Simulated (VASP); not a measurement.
# MgO (Fm-3m) in VASP: single point with r2SCAN

Aim: the single point of MgO with r2SCAN.

Program: VASP 6.6.1. These are calculated values, not measurements. Logs are shortened: lines on timing, memory, paths and dates and some standing lists are left out, and cuts for length are marked.

**1. The cell of the first run**

It takes space group Fm-3m (No. 225, cubic). The conventional cell has a = 4.170 Å, b = 4.170 Å, c = 4.170 Å, α = 90.00°, β = 90.00°, γ = 90.00°. Mg (site symmetry m-3m) has 6 O at 2.09 Å within 2.8 Å. O (site symmetry m-3m) has 6 Mg at 2.09 Å within 2.8 Å.

**2. Single point, r2SCAN**

POSCAR reads:

```
MgO
1.0
    0.0000000000      2.0850485406      2.0850485406
    2.0850485406      0.0000000000      2.0850485406
    2.0850485406      2.0850485406      0.0000000000
Mg O
1 1
Direct
    0.0000000000      0.0000000000      0.0000000000
    0.5000000000      0.5000000000      0.5000000000
```

INCAR.step1 reads:

```
PREC = Accurate
ENCUT = 920
ISMEAR = 0
SIGMA = 0.02
LREAL = False
LASPH = True
NELM = 120
NBANDS = 15
GGA = PE
ALGO = Normal
EDIFF = 1E-5
LWAVE = True
LCHARG = False
GGA_COMPAT = False
```

INCAR.step2 reads:

```
PREC = Accurate
ENCUT = 920
EDIFF = 1E-6
ISMEAR = 0
SIGMA = 0.02
LREAL = False
LASPH = True
NELM = 120
ALGO = Normal
ISIF = 2
LWAVE = False
LCHARG = False
METAGGA = R2SCAN
LMIXTAU = True
NBANDS = 15
ISTART = 1
GGA_COMPAT = False
```

KPOINTS reads:

```
Automatic mesh
0
Gamma
  10 10 10
```

Potentials or basis: VASP PAW PBE potentials, release 64 (Mg_sv, O).

Run with:

```
$ cat potpaw_PBE.64/Mg_sv/POTCAR potpaw_PBE.64/O/POTCAR > POTCAR
$ cp INCAR.step1 INCAR
$ mpirun -np 1 vasp_std > vasp.out
$ cp INCAR.step2 INCAR
$ mpirun -np 1 vasp_std > vasp.out
```

OUTCAR:

```text
PREC = Accurate
   ENCUT = 920
   EDIFF = 1E-6
   ISMEAR = 0
   LREAL = False
   LASPH = True
   NELM = 120
   ISIF = 2
   METAGGA = R2SCAN
   ISTART = 1

 ion  position               nearest neighbor table
   1  0.000  0.000  0.000-   2 2.09   2 2.09   2 2.09   2 2.09   2 2.09   2 2.09
   2  0.500  0.500  0.500-   1 2.09   1 2.09   1 2.09   1 2.09   1 2.09   1 2.09

  LATTYP: Found a face centered cubic cell.
 ALAT       =     4.1700970812

  Lattice vectors:

 A1 = (   0.0000000000,   2.0850485406,   2.0850485406)
 A2 = (   2.0850485406,   0.0000000000,   2.0850485406)
 A3 = (   2.0850485406,   2.0850485406,   0.0000000000)

Analysis of symmetry for initial positions (statically):
=====================================================================
 Subroutine PRICEL returns:
 Original cell was already a primitive cell.

 Routine SETGRP: Setting up the symmetry group for a
 face centered cubic supercell.

 Subroutine GETGRP returns: Found 48 space group operations
 (whereof 48 operations were pure point group operations)
 out of a pool of 48 trial point group operations.

The static configuration has the point symmetry O_h .

Analysis of symmetry for dynamics (positions and initial velocities):
=====================================================================
 Subroutine PRICEL returns:
 Original cell was already a primitive cell.

 Routine SETGRP: Setting up the symmetry group for a
 face centered cubic supercell.

 Subroutine GETGRP returns: Found 48 space group operations
 (whereof 48 operations were pure point group operations)
 out of a pool of 48 trial point group operations.

The dynamic configuration has the point symmetry O_h .

 Subroutine INISYM returns: Found 48 space group operations
 (whereof 48 operations are pure point group operations),
 and found     1 'primitive' translations

----------------------------------------------------------------------------------------

                                     Primitive cell

  volume of cell :      18.1292

  direct lattice vectors                    reciprocal lattice vectors
     0.000000000  2.085048541  2.085048541    -0.239802571  0.239802571  0.239802571
     2.085048541  0.000000000  2.085048541     0.239802571 -0.239802571  0.239802571
     2.085048541  2.085048541  0.000000000     0.239802571  0.239802571 -0.239802571

  length of vectors
     2.948703924  2.948703924  2.948703924     0.415350236  0.415350236  0.415350236

  position of ions in fractional coordinates (direct lattice)
     0.000000000  0.000000000  0.000000000
     0.500000000  0.500000000  0.500000000

  ion indices of the primitive-cell ions
   primitive index   ion index
[... 88 lines left out ...]
   EFERMI =   0.00;   METHOD = LEGACY
   ISMEAR =     0;   SIGMA  =   0.02  broadening in eV -4-tet -1-fermi 0-gaus
   EFERMI_NEDOS =   21; number of points for ismear=-14 and -15
   IALGO  =     38    algorithm
   IMIX   =      4    mixing-type and parameters
     AMIX     =   0.40;   BMIX     =  1.00
     AMIX_MAG =   1.60;   BMIX_MAG =  1.00
  volume/ion in A,a.u.               =       9.06        61.17
  Fermi-wavevector in a.u.,A,eV,Ry     =   1.570322  2.967478 33.550749  2.465911
  Thomas-Fermi vector in A             =   2.672072
   LORBIT       =      0    0 simple, 1 ext, 2 COOP (PROOUT), +10 PAW based schemes
   METAGGA = R2SCAN    functional components
   LHFCALC =     F    Hartree Fock is set to
   AEXX    =    0.0000 exact exchange contribution
   IVDW    =     0    specifies the selected vdW correction
   LEPSILON=     F    determine dielectric tensor
   LRPA    =     F    only Hartree local field effects (RPA)
 non-spin polarized calculation
 Gauss-broadening in eV      SIGMA  =   0.02
  energy-cutoff  :      920.00
  volume of cell :       18.13
 maximum number of plane-waves:      1167
 NGX is ok and might be reduce to    30
   NGX = 15   NGY = 15   NGZ = 15

 number of electron      16.0000004 magnetization

 Free energy of the ion-electron system (eV)
  ---------------------------------------------------
  ext. energy  EPLUGINS =         0.00000000
  ---------------------------------------------------
  free energy    TOTEN  =       -16.14648423 eV

  energy without entropy =      -16.14648423  energy(sigma->0) =      -16.14648423

 E-fermi :   2.9589     XC(G=0): -12.2090

 val. band max:        2.7191629833   @ k =   0.0000   0.0000   0.0000
 cond. band min:       8.6729809039   @ k =   0.0000   0.0000   0.0000
 fundamental gap:      5.9538179206
 Fermi energy:         2.9589205586

 k-point     1 :       0.0000    0.0000    0.0000
  band No.  band energies     occupation
      1     -72.1404      2.00000
      2     -37.2243      2.00000
      3     -37.2243      2.00000
      4     -37.2243      2.00000
      5     -15.6229      2.00000
      6       2.7192      2.00000
      7       2.7192      2.00000
      8       2.7192      2.00000
      9       8.6730      0.00000
     10      19.7594      0.00000
     11      19.7594      0.00000
     12      19.7594      0.00000
     13      23.9545      0.00000
     14      25.8152      0.00000
[... 401 lines left out ...]
      2     -37.2908      2.00000
      3     -37.2508      2.00000
      4     -37.2481      2.00000
      5     -14.3456      2.00000
      6      -0.9419      2.00000
      7       1.3643      2.00000
      8       1.5843      2.00000
      9      13.5982      0.00000
     10      14.0437      0.00000
     11      17.9027      0.00000
     12      22.6808      0.00000
     13      22.9058      0.00000
     14      29.4518      0.00000
     15      31.9135      0.00000

 [... further k-points ...]

------------------------ aborting loop because EDIFF is reached ----------------------------------------

  FORCE on cell =-STRESS in cart. coord.  units (eV):
  Direction    XX          YY          ZZ          XY          YZ          ZX
  --------------------------------------------------------------------------------------
  -------------------------------------------------------------------------------------
  Total        0.5453466      0.5453466      0.5453466      0.0000000      0.0000000     -0.0000000
  in kB       48.1952996     48.1952996     48.1952996      0.0000000      0.0000000     -0.0000000
  external PRESSURE =      48.1952996 kB  Pullay stress =       0.0000000 kB

 VOLUME and BASIS-vectors are now :
 -----------------------------------------------------------------------------
  energy-cutoff  :      920.00
  volume of cell :       18.13
      direct lattice vectors                 reciprocal lattice vectors
     0.000000000  2.085048541  2.085048541    -0.239802571  0.239802571  0.239802571
     2.085048541  0.000000000  2.085048541     0.239802571 -0.239802571  0.239802571
     2.085048541  2.085048541  0.000000000     0.239802571  0.239802571 -0.239802571

 POSITION                                       TOTAL-FORCE (eV/Angst)
 -----------------------------------------------------------------------------------
      0.00000      0.00000      0.00000         0.000000      0.000000      0.000000
      2.08505      2.08505      2.08505        -0.000000     -0.000000     -0.000000
 -----------------------------------------------------------------------------------
    total drift:                                0.000000      0.000000      0.000000

  FREE ENERGIE OF THE ION-ELECTRON SYSTEM (eV)
  ---------------------------------------------------
  free  energy   TOTEN  =       -16.1464842303 eV

  energy  without entropy=      -16.1464842303  energy(sigma->0) =      -16.14648423
```

OUTCAR.step1:

```text
PREC = Accurate
   ENCUT = 920
   ISMEAR = 0
   LREAL = False
   LASPH = True
[... 654 lines left out ...]
      0.00000      0.00000      0.00000         0.000000      0.000000      0.000000
      2.08505      2.08505      2.08505        -0.000000      0.000000      0.000000
 -----------------------------------------------------------------------------------
    total drift:                                0.000000      0.000000      0.000000

  FREE ENERGIE OF THE ION-ELECTRON SYSTEM (eV)
  ---------------------------------------------------
  free  energy   TOTEN  =       -11.8461938411 eV

  energy  without entropy=      -11.8461938411  energy(sigma->0) =      -11.84619384
```

It took 3.3 min on 1 thread of Intel Xeon Platinum 8259CL at 2.50GHz (Skylake/Cascade Lake), shared host; peak memory 0.18 GiB.

What came out:

* Free energy: -16.1465 eV
* Pressure: 4.8 GPa
* Band gap on the k mesh: 5.95 eV

Caveat: the cell stands under pressure; the PAW data sets were made with another functional, which shifts forces and pressure a little.
